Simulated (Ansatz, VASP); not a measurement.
**One calculation of HfO2, two programs**

File POSCAR:

```
HfO2
1.0
    3.5583588500      0.0177955657      0.0145431598
    0.0177955657      3.5060715956      0.0247804969
    0.0211537699      0.0360445003      5.1303706876
Hf O
2 4
Direct
    0.5031506988      0.5033735141      0.5079425297
    0.0063975389     -0.0014522884     -0.0045172217
   -0.0166598694      0.5127193092      0.6913419754
    0.5021977581     -0.0121175054      0.7996836951
    0.5163511471     -0.0020214715      0.3085712213
   -0.0114372735      0.4994984421      0.1969778001
```

File INCAR.step1:

```
PREC = Accurate
ENCUT = 520
ISMEAR = 0
SIGMA = 0.05
LREAL = False
LASPH = True
NELM = 100
NBANDS = 31
GGA = PE
ALGO = Normal
EDIFF = 1E-4
LWAVE = True
LCHARG = False
```

File INCAR.step2:

```
PREC = Accurate
ENCUT = 520
EDIFF = 1E-6
ISMEAR = 0
SIGMA = 0.05
LREAL = False
LASPH = True
NELM = 100
ALGO = Normal
ISIF = 2
LWAVE = False
LCHARG = True
METAGGA = R2SCAN
LMIXTAU = True
LELF = True
LVHAR = True
NBANDS = 31
ISTART = 1
```

Contents of KPOINTS:

```
regular mesh
0
Gamma
  6 6 6
```

Input for Ansatz:

```yaml
crystal:
  lattice:
    - [3.55835885, 0.0177955657, 0.0145431598]
    - [0.0177955657, 3.5060715956, 0.0247804969]
    - [0.0211537699, 0.0360445003, 5.1303706876]
  atoms:
    - { symbol: Hf, position: [0.5031506988, 0.5033735141, 0.5079425297] }
    - { symbol: Hf, position: [0.0063975389, -0.0014522884, -0.0045172217] }
    - { symbol: O, position: [-0.0166598694, 0.5127193092, 0.6913419754] }
    - { symbol: O, position: [0.5021977581, -0.0121175054, 0.7996836951] }
    - { symbol: O, position: [0.5163511471, -0.0020214715, 0.3085712213] }
    - { symbol: O, position: [-0.0114372735, 0.4994984421, 0.1969778001] }
basis:
  ecutwfc: 500
kpoints:
  mp_grid: { grid: [6, 6, 6] }
hamiltonian:
  xc: r2scan
scf:
  occupations: { method: gaussian, width: 0.05 }
output:
  forces: true
  stress: true
  eigenvalues: true
```

Change from the starting cell: all atoms moved at random (sigma 0.03 Å a component), cell strained at random (sigma 0.01).

Alike in both runs: task single point; functional r2SCAN; k mesh 6 × 6 × 6; occupations gaussian, width 0.05 eV; no spin polarisation.

|  | VASP | Ansatz |
| --- | --- | --- |
| version | VASP 6.6.1 | Ansatz 0.2.0 |
| potentials or method | VASP PAW PBE potentials, release 64 (Hf_pv, O), cutoff 520 eV | scalar-relativistic, plane waves, PAW |
| valence electrons in the cell | 44 | 76 |

|  | VASP | Ansatz | Ansatz less VASP |
| --- | --- | --- | --- |
| gap on the k mesh at the Fermi level (eV) | 5.19 | 5.21 | +0.026 |
| least direct gap on the mesh (eV) | 5.28 | 5.30 | +0.021 |
| pressure (GPa) | 8.6 | 12.3 | +3.79 |
| traceless stress, the component that is largest in VASP (GPa) | -2.10 | -2.06 | +0.040 |
| rms of the force components (eV/Å) | 0.710 | 0.716 | +0.0060 |

VASP's potentials were made for PBE, not for r2SCAN. Atom by atom the forces differ by 0.031 eV/Å (rms over components). VASP's potentials hold 44 valence electrons a cell and Ansatz's 76, so a difference there can come from the potentials and not from the codes.

Neither program's run includes spin-orbit coupling.
